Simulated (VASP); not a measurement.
Write the native input for VASP 6.6.1 that does the following.

```
Task                   : single point
Functional             : PBE
Potentials or basis    : VASP PAW PBE potentials, release 64 (Ba_sv, Ti_sv, O_h)
Cutoff                 : 910 eV
k mesh                 : 8 × 8 × 8
Occupations            : gaussian, width 0.02 eV
Spin                   : no spin polarisation
Hubbard terms          : Ti d U = 4.0 eV
Dipole correction      : no
Further INCAR settings : ALGO = Normal; EDIFF = 1e-06; NBANDS = 28
```

The structure of BaTiO3 lies in POSCAR:

```
BaTiO3
1.0
    3.7703251323      0.0000000000      0.0000000000
    0.0000000000      3.7703251323      0.0000000000
    0.0000000000      0.0000000000      3.7703479467
Ba Ti O
1 1 3
Direct
    0.5000000000      0.5000000000      0.5719993980
    0.0000000000      0.0000000000      0.0719993980
    0.0000000000      0.5000000000      0.0719993980
    0.5000000000      0.0000000000      0.0719993980
    0.0000000000      0.0000000000      0.5719993980
```

One way to write it, as run:

INCAR

```
SYSTEM = BaTiO3
PREC     = Accurate       ! precision mode
ENCUT    = 910            ! plane-wave cutoff, eV
EDIFF    = 1E-6           ! SCF threshold, eV
ISMEAR   = 0              ! smearing method
SIGMA    = 0.02           ! smearing width, eV
LREAL    = .FALSE.        ! projectors in reciprocal space
LASPH    = .TRUE.         ! aspherical terms in the spheres
NELM     = 200            ! most SCF steps
ALGO     = Normal         ! electronic algorithm
ISIF     = 2              ! what is computed and relaxed
LWAVE    = .FALSE.        ! write WAVECAR
LCHARG   = .TRUE.         ! write CHGCAR
LMAXMIX  = 4              ! l up to which the mixer works
LDAU     = .TRUE.         ! DFT+U
LDAUTYPE = 2            
LDAUL    = -1 2 -1        ! shell
LDAUU    = 0 4 0          ! U, eV
LDAUJ    = 0 0 0        
LDAUPRINT= 1            
GGA      = PE             ! functional
LELF     = .TRUE.         ! ELF
LVHAR    = .TRUE.       
NBANDS   = 28             ! bands
GGA_COMPAT= .FALSE.
```

KPOINTS

```
regular mesh
0
G
  8 8 8
  0 0 0
```

Potentials or basis: VASP PAW PBE potentials, release 64 (Ba_sv, Ti_sv, O_h).

Launch:

```sh
$ cat potpaw_PBE.64/Ba_sv/POTCAR potpaw_PBE.64/Ti_sv/POTCAR potpaw_PBE.64/O_h/POTCAR > POTCAR
$ mpirun -np 1 vasp_std > vasp.out
```

Results of the run:

```yaml
Pressure: 56.5 GPa
Band_gap_on_the_k_mesh: 2.57 eV
```

Caveat: the cutoff is under 1.25 times the usual one of these potentials, so pressure, stress and relaxed cells hold a basis-set (Pulay) error; the cell stands under pressure; spin-orbit coupling is left out, which moves the levels of the heavy elements.

It took 100 s on 1 thread of Intel(R) Xeon(R) Platinum 8259CL CPU @ 2.50GHz (Skylake/Cascade Lake), on a shared host, peak memory 0.33 GiB.
